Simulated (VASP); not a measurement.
# InAs (scan) (F-43m) in VASP: notebook

InAs (scan) is run at these levels: r2SCAN; tasks: single point, relaxation of cell and atoms.

Program: VASP 6.6.1. These are calculated values, not measurements. Logs are shortened: lines on timing, memory, paths and dates and some standing lists are left out, and cuts for length are marked.

**1. The cell of the first run**

Symmetry: F-43m, No. 216, cubic system. Conventional cell: a = 6.108 Å, b = 6.108 Å, c = 6.108 Å, α = 90.00°, β = 90.00°, γ = 90.00°. Within 3.5 Å of In (site symmetry -43m) lie 4 As at 2.65 Å. As (site symmetry -43m) has 4 In at 2.65 Å within 3.5 Å.

**2. Single point, r2SCAN**

Input file POSCAR:

```
InAs
1.0
    0.0000000000      3.0542112458      3.0542112458
    3.0542112458      0.0000000000      3.0542112458
    3.0542112458      3.0542112458      0.0000000000
In As
1 1
Direct
    0.2500000000      0.2500000000      0.2500000000
    0.0000000000      0.0000000000      0.0000000000
```

Input file INCAR.step1:

```
PREC = Accurate ; ENCUT = 520
ISMEAR = 0 ; SIGMA = 0.01
LREAL = False ; LASPH = True
NELM = 60 ; NBANDS = 16
GGA = PE ; ALGO = Normal
EDIFF = 1E-4 ; LWAVE = True
LCHARG = False
```

Input file INCAR.step2:

```
PREC = Accurate ; ENCUT = 520
EDIFF = 1E-6 ; ISMEAR = 0
SIGMA = 0.01 ; LREAL = False
LASPH = True ; NELM = 60
ALGO = Normal ; ISIF = 2
LWAVE = False ; LCHARG = False
METAGGA = R2SCAN ; LMIXTAU = True
NBANDS = 16 ; ISTART = 1
```

Input file KPOINTS:

```
regular mesh
0
Gamma
  10 10 10
```

Potentials or basis: VASP PAW PBE potentials, release 64 (In_d, As).

Command:

```sh
cat potpaw_PBE.64/In_d/POTCAR potpaw_PBE.64/As/POTCAR > POTCAR
cp INCAR.step1 INCAR
mpirun -np 1 vasp_std > vasp.out
cp INCAR.step2 INCAR
mpirun -np 1 vasp_std > vasp.out
```

OUTCAR:

```text
PREC = Accurate
   ENCUT = 520
   EDIFF = 1E-6
   ISMEAR = 0
   LREAL = False
   LASPH = True
   NELM = 60
   ISIF = 2
   METAGGA = R2SCAN
   ISTART = 1

 ion  position               nearest neighbor table
   1  0.250  0.250  0.250-   2 2.65   2 2.65   2 2.65   2 2.65
   2  0.000  0.000  0.000-   1 2.65   1 2.65   1 2.65   1 2.65

  LATTYP: Found a face centered cubic cell.
 ALAT       =     6.1084224916

  Lattice vectors:

 A1 = (   0.0000000000,   3.0542112458,   3.0542112458)
 A2 = (   3.0542112458,   0.0000000000,   3.0542112458)
 A3 = (   3.0542112458,   3.0542112458,   0.0000000000)

Analysis of symmetry for initial positions (statically):
=====================================================================
 Subroutine PRICEL returns:
 Original cell was already a primitive cell.

 Routine SETGRP: Setting up the symmetry group for a
 face centered cubic supercell.

 Subroutine GETGRP returns: Found 24 space group operations
 (whereof 24 operations were pure point group operations)
 out of a pool of 48 trial point group operations.

The static configuration has the point symmetry T_d .

Analysis of symmetry for dynamics (positions and initial velocities):
=====================================================================
 Subroutine PRICEL returns:
 Original cell was already a primitive cell.

 Routine SETGRP: Setting up the symmetry group for a
 face centered cubic supercell.

 Subroutine GETGRP returns: Found 24 space group operations
 (whereof 24 operations were pure point group operations)
 out of a pool of 48 trial point group operations.

The dynamic configuration has the point symmetry T_d .

 Subroutine INISYM returns: Found 24 space group operations
 (whereof 24 operations are pure point group operations),
 and found     1 'primitive' translations

----------------------------------------------------------------------------------------

                                     Primitive cell

  volume of cell :      56.9806

  direct lattice vectors                    reciprocal lattice vectors
     0.000000000  3.054211246  3.054211246    -0.163708388  0.163708388  0.163708388
     3.054211246  0.000000000  3.054211246     0.163708388 -0.163708388  0.163708388
     3.054211246  3.054211246  0.000000000     0.163708388  0.163708388 -0.163708388

  length of vectors
     4.319306966  4.319306966  4.319306966     0.283551246  0.283551246  0.283551246

  position of ions in fractional coordinates (direct lattice)
     0.250000000  0.250000000  0.250000000
     0.000000000  0.000000000  0.000000000

  ion indices of the primitive-cell ions
   primitive index   ion index
                 1           1
                 2           2

----------------------------------------------------------------------------------------

 KPOINTS: regular mesh

Automatic generation of k-mesh.
 Grid dimensions read from file:
 generate k-points for:   10   10   10

 Generating k-lattice:

  Cartesian coordinates                     Fractional coordinates (reciprocal lattice)
    -0.016370839  0.016370839  0.016370839     0.100000000  0.000000000  0.000000000
     0.016370839 -0.016370839  0.016370839     0.000000000  0.100000000  0.000000000
     0.016370839  0.016370839 -0.016370839     0.000000000  0.000000000  0.100000000

  Length of vectors
     0.028355125  0.028355125  0.028355125

  Shift w.r.t. Gamma in fractional coordinates (k-lattice)
     0.000000000  0.000000000  0.000000000

 Subroutine IBZKPT returns following result:
 ===========================================

 Found     47 irreducible k-points:

 Following reciprocal coordinates:
            Coordinates               Weight
  0.000000  0.000000  0.000000      1.000000
  0.100000  0.000000  0.000000      8.000000
  0.200000  0.000000  0.000000      8.000000
  0.300000  0.000000  0.000000      8.000000
  0.400000  0.000000  0.000000      8.000000
  0.500000  0.000000  0.000000      4.000000
[... 16 lines left out ...]
  0.300000  0.300000  0.000000      6.000000
  0.400000  0.300000  0.000000     24.000000
 [... further k-points ...]
   k-points           NKPTS =     47   k-points in BZ     NKDIM =     47   number of bands    NBANDS=     16
   number of dos      NEDOS =    301   number of ions     NIONS =      2
   total plane-waves  NPLWV =  32768
   dimension x,y,z NGX =    32 NGY =   32 NGZ =   32
   dimension x,y,z NGXF=    64 NGYF=   64 NGZF=   64
   ions per type =               1   1
   NGX,Y,Z   is equivalent  to a cutoff of  12.32, 12.32, 12.32 a.u.
   NGXF,Y,Z  is equivalent  to a cutoff of  24.63, 24.63, 24.63 a.u.
 SYSTEM =  unknown system
   PREC   = accura    normal or accurate (medium, high low for compatibility)
   ISTART =      1    job   : 0-new  1-cont  2-samecut
   ICHARG =      0    charge: 1-file 2-atom 10-const
   ISPIN  =      1    spin polarized calculation?
   LNONCOLLINEAR =      F non collinear calculations
   LSORBIT =      F    spin-orbit coupling
   LASPH  =      T    aspherical Exc in radial PAW
   ENCUT  =  520.0 eV  38.22 Ry    6.18 a.u.   8.03  8.03  8.03*2*pi/ulx,y,z
   NELM   =     60;   NELMIN=  2; NELMDL=  0     # of ELM steps
   EDIFF  = 0.1E-05   stopping-criterion for ELM
   LREAL  =      F    real-space projection
   EDIFFG = 0.1E-04   stopping-criterion for IOM
   NSW    =      0    number of steps for IOM
   IBRION =     -1    ionic relax: 0-MD 1-quasi-New 2-CG
   NFREE  =      0    steps in history (QN), initial steepest desc. (CG)
   ISIF   =      2    stress and relaxation
   ISYM   =      2    0-nonsym 1-usesym 2-fastsym
   POTIM  = 0.5000    time-step for ionic-motion
   TEBEG  =    0.0;   TEEND  =   0.0 temperature during run
   PSTRESS=    0.0 pullay stress
   NELECT =      18.0000    total number of electrons
   NUPDOWN=      -1.0000    fix difference up-down
   EMIN   =  10.00;   EMAX   =-10.00  energy-range for DOS
   EFERMI =   0.00;   METHOD = LEGACY
   ISMEAR =     0;   SIGMA  =   0.01  broadening in eV -4-tet -1-fermi 0-gaus
   EFERMI_NEDOS =   21; number of points for ismear=-14 and -15
   IALGO  =     38    algorithm
   IMIX   =      4    mixing-type and parameters
     AMIX     =   0.40;   BMIX     =  1.00
     AMIX_MAG =   1.60;   BMIX_MAG =  1.00
  volume/ion in A,a.u.               =      28.49       192.26
  Fermi-wavevector in a.u.,A,eV,Ry     =   1.114953  2.106956 16.913680  1.243120
  Thomas-Fermi vector in A             =   2.251553
   LORBIT       =      0    0 simple, 1 ext, 2 COOP (PROOUT), +10 PAW based schemes
   METAGGA = R2SCAN    functional components
   LHFCALC =     F    Hartree Fock is set to
   AEXX    =    0.0000 exact exchange contribution
   IVDW    =     0    specifies the selected vdW correction
   LEPSILON=     F    determine dielectric tensor
   LRPA    =     F    only Hartree local field effects (RPA)
 non-spin polarized calculation
 Gauss-broadening in eV      SIGMA  =   0.01
  energy-cutoff  :      520.00
  volume of cell :       56.98
 maximum number of plane-waves:      1550
   NGX = 17   NGY = 17   NGZ = 17

 number of electron      17.9999995 magnetization

 Free energy of the ion-electron system (eV)
  ---------------------------------------------------
  ext. energy  EPLUGINS =         0.00000000
  ---------------------------------------------------
  free energy    TOTEN  =       -38.06135029 eV

  energy without entropy =      -38.06135029  energy(sigma->0) =      -38.06135029

 E-fermi :   4.0121     XC(G=0):  -9.5180

 val. band max:        3.9695373802   @ k =   0.0000   0.0000   0.0000
 cond. band min:       4.0516399445   @ k =   0.0000   0.0000   0.0000
 fundamental gap:      0.0821025643
 Fermi energy:         4.0120865346

 k-point     1 :       0.0000    0.0000    0.0000
  band No.  band energies     occupation
      1     -10.8234      2.00000
      2     -10.8234      2.00000
      3     -10.8234      2.00000
      4     -10.6889      2.00000
      5     -10.6889      2.00000
      6      -8.1332      2.00000
[... 8 lines left out ...]
     15      14.0677      0.00000
     16      14.0677      0.00000

 k-point     2 :       0.1000    0.0000    0.0000
  band No.  band energies     occupation
      1     -10.8362      2.00000
      2     -10.8197      2.00000
      3     -10.8197      2.00000
      4     -10.6890      2.00000
      5     -10.6890      2.00000
      6      -8.0291      2.00000
[... 8 lines left out ...]
     15      13.3921      0.00000
     16      13.3921      0.00000

 k-point     3 :       0.2000    0.0000    0.0000
  band No.  band energies     occupation
      1     -10.8682      2.00000
      2     -10.8105      2.00000
      3     -10.8104      2.00000
      4     -10.6886      2.00000
      5     -10.6886      2.00000
      6      -7.7346      2.00000
[... 8 lines left out ...]
     15      12.9336      0.00000
     16      13.0036      0.00000

 k-point     4 :       0.3000    0.0000    0.0000
  band No.  band energies     occupation
      1     -10.9050      2.00000
      2     -10.8004      2.00000
      3     -10.8004      2.00000
      4     -10.6865      2.00000
      5     -10.6865      2.00000
      6      -7.3081      2.00000
[... 8 lines left out ...]
     15      13.2339      0.00000
     16      13.2339      0.00000

 k-point     5 :       0.4000    0.0000    0.0000
  band No.  band energies     occupation
      1     -10.9331      2.00000
      2     -10.7936      2.00000
      3     -10.7936      2.00000
      4     -10.6834      2.00000
      5     -10.6834      2.00000
      6      -6.8800      2.00000
[... 8 lines left out ...]
     15      14.2516      0.00000
     16      14.2516      0.00000

 k-point     6 :       0.5000    0.0000    0.0000
  band No.  band energies     occupation
      1     -10.9435      2.00000
      2     -10.7915      2.00000
      3     -10.7914      2.00000
      4     -10.6819      2.00000
      5     -10.6819      2.00000
      6      -6.6840      2.00000
[... 8 lines left out ...]
     15      15.2438      0.00000
     16      15.2438      0.00000

 k-point     7 :       0.1000    0.1000    0.0000
  band No.  band energies     occupation
      1     -10.8444      2.00000
      2     -10.8162      2.00000
      3     -10.8162      2.00000
      4     -10.6916      2.00000
      5     -10.6868      2.00000
      6      -7.9947      2.00000
[... 8 lines left out ...]
     15      12.8011      0.00000
     16      14.1812      0.00000

 k-point     8 :       0.2000    0.1000    0.0000
  band No.  band energies     occupation
      1     -10.8706      2.00000
      2     -10.8085      2.00000
      3     -10.8068      2.00000
      4     -10.6938      2.00000
      5     -10.6848      2.00000
      6      -7.7637      2.00000
[... 8 lines left out ...]
     15      13.6412      0.00000
     16      13.8473      0.00000

 k-point     9 :       0.3000    0.1000    0.0000
  band No.  band energies     occupation
      1     -10.9036      2.00000
      2     -10.8000      2.00000
      3     -10.7963      2.00000
      4     -10.6939      2.00000
      5     -10.6826      2.00000
      6      -7.3786      2.00000
[... 8 lines left out ...]
     15      13.6226      0.00000
     16      13.9206      0.00000
[... 172 lines left out ...]
 k-point    19 :       0.5000    0.2000    0.0000
  band No.  band energies     occupation
      1     -10.9583      2.00000
      2     -10.7806      2.00000
      3     -10.7738      2.00000
      4     -10.6972      2.00000
      5     -10.6783      2.00000
      6      -6.5326      2.00000
[... 8 lines left out ...]
     15      15.2864      0.00000
     16      15.3913      0.00000

 k-point    20 :      -0.4000    0.2000    0.0000
  band No.  band energies     occupation
      1     -10.9569      2.00000
      2     -10.7821      2.00000
      3     -10.7762      2.00000
      4     -10.6909      2.00000
      5     -10.6835      2.00000
      6      -6.4798      2.00000
[... 8 lines left out ...]
     15      13.9093      0.00000
     16      15.0345      0.00000

 k-point    21 :      -0.3000    0.2000    0.0000
  band No.  band energies     occupation
      1     -10.9420      2.00000
      2     -10.7854      2.00000
      3     -10.7838      2.00000
      4     -10.6895      2.00000
      5     -10.6863      2.00000
      6      -6.7551      2.00000
[... 8 lines left out ...]
     15      14.0857      0.00000
     16      15.4980      0.00000

 k-point    22 :      -0.2000    0.2000    0.0000
  band No.  band energies     occupation
      1     -10.9174      2.00000
      2     -10.7953      2.00000
      3     -10.7913      2.00000
      4     -10.6925      2.00000
      5     -10.6845      2.00000
      6      -7.1628      2.00000
[... 8 lines left out ...]
     15      14.2834      0.00000
     16      15.0692      0.00000

 k-point    23 :       0.3000    0.3000    0.0000
  band No.  band energies     occupation
      1     -10.9485      2.00000
      2     -10.7724      2.00000
      3     -10.7724      2.00000
      4     -10.7107      2.00000
      5     -10.6744      2.00000
      6      -7.0310      2.00000
[... 8 lines left out ...]
     15      15.0409      0.00000
     16      16.3296      0.00000

 k-point    24 :       0.4000    0.3000    0.0000
  band No.  band energies     occupation
      1     -10.9688      2.00000
      2     -10.7648      2.00000
      3     -10.7628      2.00000
      4     -10.7134      2.00000
      5     -10.6723      2.00000
      6      -6.6874      2.00000
[... 8 lines left out ...]
     15      15.5381      0.00000
     16      16.5091      0.00000

 [... further k-points ...]
[... 5 lines left out ...]
  --------------------------------------------------------------------------------------
  -------------------------------------------------------------------------------------
  Total        0.0015812      0.0015812      0.0015812      0.0000000      0.0000000      0.0000000
  in kB        0.0444606      0.0444606      0.0444606      0.0000000      0.0000000      0.0000000
  external PRESSURE =       0.0444606 kB  Pullay stress =       0.0000000 kB

 VOLUME and BASIS-vectors are now :
 -----------------------------------------------------------------------------
  energy-cutoff  :      520.00
  volume of cell :       56.98
      direct lattice vectors                 reciprocal lattice vectors
     0.000000000  3.054211246  3.054211246    -0.163708388  0.163708388  0.163708388
     3.054211246  0.000000000  3.054211246     0.163708388 -0.163708388  0.163708388
     3.054211246  3.054211246  0.000000000     0.163708388  0.163708388 -0.163708388

 POSITION                                       TOTAL-FORCE (eV/Angst)
 -----------------------------------------------------------------------------------
      1.52711      1.52711      1.52711        -0.000000     -0.000000     -0.000000
      0.00000      0.00000      0.00000         0.000000      0.000000      0.000000
 -----------------------------------------------------------------------------------
    total drift:                                0.000002      0.000002      0.000002

  FREE ENERGIE OF THE ION-ELECTRON SYSTEM (eV)
  ---------------------------------------------------
  free  energy   TOTEN  =       -38.0613502911 eV

  energy  without entropy=      -38.0613502911  energy(sigma->0) =      -38.06135029
```

It took 53 s on 1 thread of Intel Xeon 6975P-C (Granite Rapids), shared host; peak memory 0.21 GiB.

What came out:

| Property | Result |
| --- | --- |
| Free energy | -38.0614 eV |
| Pressure | 0.0 GPa |
| Band gap on the k mesh | 0.08 eV, direct |

Levels at points of the mesh, in eV from the valence-band top:
| k point | band 6 | band 7 | band 8 | band 9 | band 10 | band 11 | band 12 | band 13 |
| --- | --- | --- | --- | --- | --- | --- | --- | --- |
| (0.00, 0.00, 0.00) | -12.10 | 0.00 | 0.00 | 0.00 | 0.08 | 4.26 | 4.26 | 4.26 |
| (0.50, 0.00, 0.00) | -10.65 | -5.72 | -0.97 | -0.97 | 1.25 | 5.03 | 5.03 | 7.24 |
| (0.50, 0.50, 0.00) | -10.12 | -5.80 | -2.29 | -2.29 | 1.87 | 2.34 | 9.63 | 9.73 |

Caveat: the PAW data sets were made with another functional, which shifts forces and pressure a little; spin-orbit coupling is left out, which moves the levels of the heavy elements.

**3. Relaxation of cell and atoms, r2SCAN**

Input file POSCAR:

```
InAs
1.0
    0.0000000000      3.0535616600      3.0535616600
    3.0535616600      0.0000000000      3.0535616600
    3.0535616600      3.0535616600      0.0000000000
In As
1 1
Direct
    0.2500000000      0.2500000000      0.2500000000
    0.0000000000      0.0000000000      0.0000000000
```

Input file INCAR.step1:

```
  PREC = Accurate
  ENCUT = 600
  ISMEAR = 0
  SIGMA = 0.01
  LREAL = F
  LASPH = T
  NELM = 60
  GGA = PE
  ALGO = Normal
  EDIFF = 1E-4
  LWAVE = T
  LCHARG = F
```

Input file INCAR.step2:

```
  PREC = Accurate
  ENCUT = 600
  EDIFF = 1E-6
  ISMEAR = 0
  SIGMA = 0.01
  LREAL = F
  LASPH = T
  NELM = 60
  ALGO = Normal
  ISIF = 3
  LWAVE = F
  LCHARG = F
  METAGGA = R2SCAN
  LMIXTAU = T
  IBRION = 2
  NSW = 100
  EDIFFG = -0.002
  ISTART = 1
```

Input file KPOINTS:

```
Automatic mesh
0
Gamma
  10 10 10
```

Potentials or basis: VASP PAW PBE potentials, release 64 (In_d, As).

Command:

```sh
cat potpaw_PBE.64/In_d/POTCAR potpaw_PBE.64/As/POTCAR > POTCAR
cp INCAR.step1 INCAR
mpirun -np 1 vasp_std > vasp.out
cp INCAR.step2 INCAR
mpirun -np 1 vasp_std > vasp.out
```

Run time: 2.4 min. Hardware: 1 thread of Intel Xeon 6975P-C (Granite Rapids), shared host; peak memory 0.26 GiB.

It converged, with:

```
Free energy                            : -38.0624 eV
Relaxed volume                         : 28.50 Å³/atom
Relaxed cell                           : a = 4.320 Å, b = 4.320 Å, c = 4.320 Å, α = 60.00°, β = 60.00°, γ = 60.00°
Space group after relaxing (to 0.05 Å) : F-43m (No. 216)
Energy gained by relaxing              : 0.0 meV/atom
Ionic steps                            : 3
Pressure after relaxing                : 0.0 GPa
Band gap on the k mesh                 : 0.08 eV, direct
```

Final structure:
```xyz
2
Lattice="0.0000 3.0547 3.0547 3.0547 0.0000 3.0547 3.0547 3.0547 0.0000" Properties=species:S:1:pos:R:3 pbc="T T T"
In    1.5273    1.5273    1.5273
As    0.0000    0.0000    0.0000
```

Levels at points of the mesh, in eV from the valence-band top:
| k point | band 6 | band 7 | band 8 | band 9 | band 10 | band 11 | band 12 | band 13 |
| --- | --- | --- | --- | --- | --- | --- | --- | --- |
| (0.00, 0.00, 0.00) | -12.10 | 0.00 | 0.00 | 0.00 | 0.08 | 4.26 | 4.26 | 4.26 |
| (0.50, 0.00, 0.00) | -10.65 | -5.72 | -0.97 | -0.97 | 1.25 | 5.03 | 5.03 | 7.24 |
| (0.50, 0.50, 0.00) | -10.12 | -5.80 | -2.29 | -2.29 | 1.87 | 2.34 | 9.62 | 9.72 |

Caveat: the PAW data sets were made with another functional, which shifts forces and pressure a little; spin-orbit coupling is left out, which moves the levels of the heavy elements.
